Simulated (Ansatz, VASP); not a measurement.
O: VASP beside Ansatz

The input INCAR:

```
SYSTEM = O
PREC = Accurate
ENCUT = 520
EDIFF = 1E-8
ISMEAR = -1
SIGMA = 0.02
LREAL = .False.
LASPH = .True.
NELM = 80
ALGO = Normal
ISIF = 2
LWAVE = .False.
LCHARG = .False.
GGA = PE
LEFG = .True.
NBANDS = 13
```

KPOINTS

```
Automatic mesh
0
Gamma
  8 8 8
  0 0 0
```

The input POSCAR:

```
O
1.0
    1.4233490221      0.8217709410      3.4083000000
   -1.4233490221      0.8217709410      3.4083000000
    0.0000000000     -1.6435418821      3.4083000000
O
2
Direct
    0.0577000000      0.0577000000      0.0577000000
    0.9423000000      0.9423000000      0.9423000000
```

Input for Ansatz:

```yaml
crystal:
  lattice:
    - [1.4233490221, 0.821770941, 3.4083]
    - [-1.4233490221, 0.821770941, 3.4083]
    - [0.0, -1.6435418821, 3.4083]
  atoms:
    - { symbol: O, position: [0.0577, 0.0577, 0.0577] }
    - { symbol: O, position: [0.9423, 0.9423, 0.9423] }
kpoints:
  mp_grid: { grid: [8, 8, 8] }
scf:
  occupations: { method: fermi_dirac, width: 0.02 }
hamiltonian:
  xc: pbe
  pseudopotentials: { kind: paw }
output:
  forces: true
  stress: true
  eigenvalues: true
  efg: { contact_densities: true }
```

Alike in both runs: task electric field gradients; functional PBE; k mesh 8 × 8 × 8; occupations fermi-dirac, width 0.02 eV; no spin polarisation.

```csv
,VASP,Ansatz
version,VASP 6.6.1,Ansatz 0.2.0
potentials or method,"VASP PAW PBE potentials, release 64 (O)","PAW with Ansatz's default frozen-core files, scalar-relativistic"
plane-wave cutoff (eV),520,420
valence electrons in the cell,12,12
```

|  | VASP | Ansatz | Ansatz less VASP |
| --- | --- | --- | --- |
| pressure (GPa) | 9.5 | 5.4 | -4.05 |
| traceless stress, the component that is largest in VASP (GPa) | 30.99 | 22.19 | -8.799 |
| rms of the force components (eV/Å) | 2.484 | 1.501 | -0.9831 |
| size of Vzz on the site where it differs most (V/Å²) | 118.7 | 117.6 | -1.11 |

Atom by atom the forces differ by 0.983 eV/Å (rms over components).

Noted on VASP's run: the standard files for N, O and F lose accuracy on very short bonds; spin is off for a triplet molecule.
